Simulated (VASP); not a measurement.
# Hg (P6_3/mmc) in VASP: a series of runs, part 2 of 2

VASP 6.6.1. The steps go on from the part before.

### 4 Single point, PBEsol

This run uses another cell than the first one, of the same volume but with other edges.

The input, INCAR:

```
PREC     = Accurate       # precision mode
ENCUT    = 520            # plane-wave cutoff, eV
EDIFF    = 1E-6           # SCF threshold, eV
ISMEAR   = 0              # smearing method
SIGMA    = 0.15           # smearing width, eV
LREAL    = F              # projectors in reciprocal space
LASPH    = T              # aspherical terms in the spheres
NELM     = 60             # most SCF steps
ALGO     = Fast           # electronic algorithm
ISIF     = 2              # what is computed and relaxed
LWAVE    = F              # write WAVECAR
LCHARG   = F              # write CHGCAR
GGA      = PS             # functional
NBANDS   = 19             # bands
```

The input, KPOINTS:

```
Automatic mesh
0
Gamma
  18 18 10
```

The input, POSCAR:

```
Hg
1.0
    3.7291213876      0.0000000000      0.0000000000
   -1.8645606938      3.2295138555      0.0000000000
    0.0000000000      0.0000000000      4.7290257511
Hg
2
Direct
    0.6666666667      0.3333333333      0.7500000000
    0.3333333333      0.6666666667      0.2500000000
```

Potentials or basis: VASP PAW PBE potentials, release 64 (Hg).

On the command line:

```sh
$ cat potpaw_PBE.64/Hg/POTCAR > POTCAR
$ mpirun -np 1 vasp_std > vasp.out
```

OUTCAR:

```text
PREC = Accurate
   ENCUT = 520
   EDIFF = 1E-6
   ISMEAR = 0
   LREAL = F
   LASPH = T
   NELM = 60
   ISIF = 2
   GGA = PS

 ion  position               nearest neighbor table
   1  0.667  0.333  0.750-   2 3.20   2 3.20   2 3.20   2 3.20   2 3.20   2 3.20
   2  0.333  0.667  0.250-   1 3.20   1 3.20   1 3.20   1 3.20   1 3.20   1 3.20

  LATTYP: Found a hexagonal cell.
 ALAT       =     3.7291213876
 C/A-ratio  =     1.2681340347

  Lattice vectors:

 A1 = (   3.7291213876,   0.0000000000,   0.0000000000)
 A2 = (  -1.8645606938,   3.2295138555,   0.0000000000)
 A3 = (   0.0000000000,   0.0000000000,   4.7290257511)

Analysis of symmetry for initial positions (statically):
=====================================================================
 Subroutine PRICEL returns:
 Original cell was already a primitive cell.

 Routine SETGRP: Setting up the symmetry group for a
 hexagonal supercell.

[... 164 lines left out ...]
  ext. energy  EPLUGINS =         0.00000000
  ---------------------------------------------------
  free energy    TOTEN  =        -1.01905951 eV

  energy without entropy =       -1.01418747  energy(sigma->0) =       -1.01662349

 E-fermi :   1.2505     XC(G=0): -10.0101

 val. band max:        1.2429809879   @ k =   0.3889   0.1667   0.4000
 cond. band min:       1.2530216569   @ k =   0.3889   0.0556   0.3000
 fundamental gap:      0.0100406690
 Fermi energy:         1.2505309758

 k-point     1 :       0.0000    0.0000    0.0000
  band No.  band energies     occupation
      1      -6.5714      2.00000
      2      -5.8726      2.00000
      3      -5.3890      2.00000
      4      -5.3890      2.00000
      5      -5.2117      2.00000
      6      -5.2117      2.00000
[... 505 lines left out ...]
      6      -4.8772      2.00000
[... 11 lines left out ...]
     18      11.3199      0.00000
     19      11.6038      0.00000

 [... further k-points ...]

------------------------ aborting loop because EDIFF is reached ----------------------------------------

  FORCE on cell =-STRESS in cart. coord.  units (eV):
  Direction    XX          YY          ZZ          XY          YZ          ZX
  --------------------------------------------------------------------------------------
  -------------------------------------------------------------------------------------
  Total       -0.9081864     -0.9081864     -0.9954695     -0.0000000      0.0000000     -0.0000000
  in kB      -25.5487839    -25.5487839    -28.0042001     -0.0000000      0.0000000     -0.0000000
  external PRESSURE =     -26.3672559 kB  Pullay stress =       0.0000000 kB

 VOLUME and BASIS-vectors are now :
 -----------------------------------------------------------------------------
  energy-cutoff  :      520.00
  volume of cell :       56.95
      direct lattice vectors                 reciprocal lattice vectors
     3.729121388  0.000000000  0.000000000     0.268159681  0.154822064  0.000000000
    -1.864560694  3.229513856  0.000000000     0.000000000  0.309644127  0.000000000
     0.000000000  0.000000000  4.729025751     0.000000000  0.000000000  0.211460045

 POSITION                                       TOTAL-FORCE (eV/Angst)
 -----------------------------------------------------------------------------------
      1.86456      1.07650      3.54677        -0.000000      0.000000      0.000000
     -0.00000      2.15301      1.18226         0.000000     -0.000000      0.000000
 -----------------------------------------------------------------------------------
    total drift:                                0.000000     -0.000000      0.000000

  FREE ENERGIE OF THE ION-ELECTRON SYSTEM (eV)
  ---------------------------------------------------
  free  energy   TOTEN  =        -1.0190595071 eV

  energy  without entropy=       -1.0141874729  energy(sigma->0) =       -1.01662349
```

OSZICAR:

```text
N       E                     dE             d eps       ncg     rms          rms(c)
DAV:   1     0.176467551478E+03    0.17647E+03   -0.12173E+04  8436   0.119E+03
DAV:   2     0.340625644729E+01   -0.17306E+03   -0.16483E+03  8825   0.306E+02
DAV:   3    -0.107709289978E+01   -0.44833E+01   -0.44685E+01  9580   0.537E+01
DAV:   4    -0.108526663280E+01   -0.81737E-02   -0.81728E-02  9099   0.232E+00
DAV:   5    -0.108528192621E+01   -0.15293E-04   -0.15293E-04  9054   0.928E-02    0.312E+00
RMM:   6    -0.102351261782E+01    0.61769E-01   -0.14040E-01  8466   0.307E+00    0.258E+00
RMM:   7    -0.101929416375E+01    0.42185E-02   -0.17544E-02  8751   0.813E-01    0.135E+00
RMM:   8    -0.101902891780E+01    0.26525E-03   -0.19637E-03  8967   0.550E-01    0.698E-02
RMM:   9    -0.101904789642E+01   -0.18979E-04   -0.26828E-04  9352   0.131E-01    0.312E-02
RMM:  10    -0.101906021991E+01   -0.12323E-04   -0.52422E-05  8918   0.850E-02    0.131E-02
RMM:  11    -0.101905950710E+01    0.71281E-06   -0.39678E-06  8640   0.171E-02
   1 F= -.10190595E+01 E0= -.10166235E+01  d E =-.487203E-02
```

stdout:

```text
POSCAR found type information on POSCAR Hg
 POSCAR found :  1 types and       2 ions
 scaLAPACK will be used
 -----------------------------------------------------------------------------
|                                                                             |
|                                                                             |
|     You enforced a specific xc type in the INCAR file but a different       |
|     I HOPE YOU KNOW WHAT YOU ARE DOING!                                     |
|                                                                             |
 -----------------------------------------------------------------------------

 LDA part: xc-table for (Slater+PW92), standard interpolation
 POSCAR, INCAR and KPOINTS ok, starting setup
 FFT: planning ... GRIDC
 FFT: planning ... GRID_SOFT
 FFT: planning ... GRID
 WAVECAR not read
 entering main loop
```

Wall time 2.1 min (1 thread of Intel Xeon 8259CL, shared host); peak memory 0.32 GiB.

Results:

```yaml
Free_energy: -1.0191 eV
Pressure: -2.6 GPa
Band_gap_on_the_k_mesh: zero (bands 12 and 13 overlap by 1.19 eV)
```

Levels at points of the mesh, in eV from the Fermi level:
```csv
k point,band 8,band 9,band 10,band 11,band 12,band 13,band 14,band 15,band 16,band 17
"(0.00, 0.00, 0.00)",-6.29,-6.02,-5.67,-5.67,0.42,0.59,8.06,8.06,10.65,10.74
"(0.50, 0.00, 0.00)",-5.95,-5.82,-5.46,-3.54,-2.80,3.54,4.33,4.44,4.85,7.26
"(0.00, 0.00, 0.50)",-5.77,-5.77,-5.77,-5.59,-5.59,9.53,9.53,9.53,9.53,9.59
"(0.50, 0.00, 0.50)",-5.86,-5.84,-5.84,-1.92,-1.92,-0.03,-0.03,7.05,7.05,9.00
```

Caveat: the PAW data sets were made with another functional, which shifts forces and pressure a little; spin-orbit coupling is left out, which moves the levels of the heavy elements.

### 5 Overview

```tsv
cell	further INCAR settings	gap on the mesh (eV)	pressure (GPa)
a = 3.509, b = 3.509, c = 5.340 Å, angles 90.0, 90.0, 120.0°, 2 atoms	ALGO = Fast; EDIFF = 1e-07; NBANDS = 19	none	-2.4
a = 3.406, b = 3.406, c = 5.669 Å, angles 90.0, 90.0, 120.0°, 2 atoms	ALGO = Fast; EDIFF = 1e-06; NBANDS = 19	none	-2.4
a = 3.729, b = 3.729, c = 4.729 Å, angles 90.0, 90.0, 120.0°, 2 atoms	ALGO = Fast; EDIFF = 1e-06; NBANDS = 19	none	-2.6
```

Alike in all rows: task single point; level PBEsol; potentials or basis VASP PAW PBE potentials, release 64 (Hg); no spin polarisation; k mesh 18 × 18 × 10; cutoff (eV) 520; smearing gaussian 0.15 eV.

Caveats: the PAW data sets were made with another functional, which shifts forces and pressure a little; spin-orbit coupling is left out, which moves the levels of the heavy elements.

Total energies depend on the potentials used, so only differences within one code and one set of settings carry meaning.

The gap in the log of VASP goes by the Fermi energy; the results here count the filled bands.